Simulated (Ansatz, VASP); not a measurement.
Two plane-wave programs on Mg3CdSe4

INCAR

```
SYSTEM = Mg3CdSe4
PREC     = Accurate       ! precision mode
ENCUT    = 520            ! plane-wave cutoff, eV
EDIFF    = 1E-7           ! SCF threshold, eV
ISMEAR   = 0              ! smearing method
SIGMA    = 0.1            ! smearing width, eV
LREAL    = .FALSE.        ! projectors in reciprocal space
LASPH    = .TRUE.         ! aspherical terms in the spheres
NELM     = 80             ! most SCF steps
ALGO     = Normal         ! electronic algorithm
ISIF     = 2              ! what is computed and relaxed
LWAVE    = .FALSE.        ! write WAVECAR
LCHARG   = .FALSE.        ! write CHGCAR
GGA      = PE             ! functional
NBANDS   = 31             ! bands
```

KPOINTS

```
Automatic mesh
0
G
  4 4 2
  0 0 0
```

POSCAR

```
Mg3CdSe4
1.0
    4.0509000600      0.0000000000      0.0000000000
    0.0000000000      4.0509000600      0.0000000000
    0.0000000000      0.0000000000     11.4576756100
Mg Cd Se
3 1 4
Direct
    0.0000000000      0.0000000000      0.7500000000
    0.0000000000      0.0000000000      0.2500000000
    0.5000000000      0.5000000000      0.5000000000
    0.5000000000      0.5000000000      0.0000000000
    0.0000000000      0.0000000000      0.0000000000
    0.5000000000      0.5000000000      0.2500000000
    0.0000000000      0.0000000000      0.5000000000
    0.5000000000      0.5000000000      0.7500000000
```

Input for Ansatz:

```yaml
crystal:
  lattice:
    - [4.05090006, 0.0, 0.0]
    - [0.0, 4.05090006, 0.0]
    - [0.0, 0.0, 11.45767561]
  atoms:
    - { symbol: Mg, position: [0.0, 0.0, 0.75] }
    - { symbol: Mg, position: [0.0, 0.0, 0.25] }
    - { symbol: Mg, position: [0.5, 0.5, 0.5] }
    - { symbol: Cd, position: [0.5, 0.5, 0.0] }
    - { symbol: Se, position: [0.0, 0.0, 0.0] }
    - { symbol: Se, position: [0.5, 0.5, 0.25] }
    - { symbol: Se, position: [0.0, 0.0, 0.5] }
    - { symbol: Se, position: [0.5, 0.5, 0.75] }
basis:
  ecutwfc: 420
kpoints:
  mp_grid: { grid: [4, 4, 2] }
hamiltonian:
  xc: pbe
scf:
  occupations: { method: gaussian, width: 0.1 }
  lower_state_search: "off"
output:
  forces: true
  stress: true
  eigenvalues: true
```

Alike in both runs: task single point; functional PBE; k mesh 4 × 4 × 2; occupations gaussian, width 0.1 eV; no spin polarisation.

```csv
,VASP,Ansatz
version,VASP 6.6.1,Ansatz 0.2.0
potentials or method,"VASP PAW PBE potentials, release 64 (Mg, Cd, Se), cutoff 520 eV","scalar-relativistic, plane waves, PAW"
valence electrons in the cell,42,114
```

Ansatz gave:

- gap on the k mesh at the Fermi level (eV): 0.40
- least direct gap on the mesh (eV): 0.88
- pressure (GPa): -4.0
- traceless stress, the component that is largest in VASP (GPa): -0.27
- rms of the force components (eV/Å): 0.074

Task: Estimate VASP's values.

Result: gap on the k mesh at the Fermi level (eV): 0.39; least direct gap on the mesh (eV): 0.86; pressure (GPa): -4.0; traceless stress, the component that is largest in VASP (GPa): -0.28; rms of the force components (eV/Å): 0.080.

Atom by atom the forces differ by 0.006 eV/Å (rms over components). VASP's potentials hold 42 valence electrons a cell and Ansatz's 114, so a difference there can come from the potentials and not from the codes.
